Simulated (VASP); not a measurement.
# O: single point with PBEsol

Crystal: O.

```
CELL_PARAMETERS angstrom
0.00000 2.16969 2.16969
2.16969 0.00000 2.16969
2.16969 2.16969 0.00000
ATOMIC_POSITIONS crystal
O 0.87500 0.87500 0.87500
O 0.12500 0.12500 0.12500
```

```yaml
Program: VASP 6.6.1
Task: single point
Functional: PBEsol
Potentials_or_basis: VASP PAW PBE potentials, release 64 (O)
Cutoff: 520 eV
k_mesh: 14 × 14 × 14
Occupations: fermi-dirac, width 0.08 eV
Spin: no spin polarisation
```

```
Pressure               : -0.1 GPa
Band gap on the k mesh : zero (band 6 reaches 1.28 eV, above the bottom of band 7 at 0.14 eV)
```

Levels at points of the mesh, in eV from the Fermi level:
| k point | band 3 | band 4 | band 5 | band 6 | band 7 | band 8 | band 9 | band 10 |
| --- | --- | --- | --- | --- | --- | --- | --- | --- |
| (0.00, 0.00, 0.00) | -3.99 | -3.99 | -3.99 | -0.71 | -0.71 | -0.71 | 9.69 | 23.64 |
| (0.50, 0.00, 0.00) | -5.27 | -4.97 | -4.97 | 0.43 | 0.43 | 1.26 | 13.23 | 15.91 |
| (0.50, 0.50, 0.00) | -6.12 | -6.12 | -2.27 | -2.27 | 1.82 | 1.82 | 13.22 | 13.22 |

Wall time 11 s on 1 thread of Intel(R) Xeon(R) Platinum 8375C CPU @ 2.90GHz (Ice Lake), on a shared host, peak memory 0.14 GiB.

Caveat: the PAW data sets were made with another functional, which shifts forces and pressure a little.
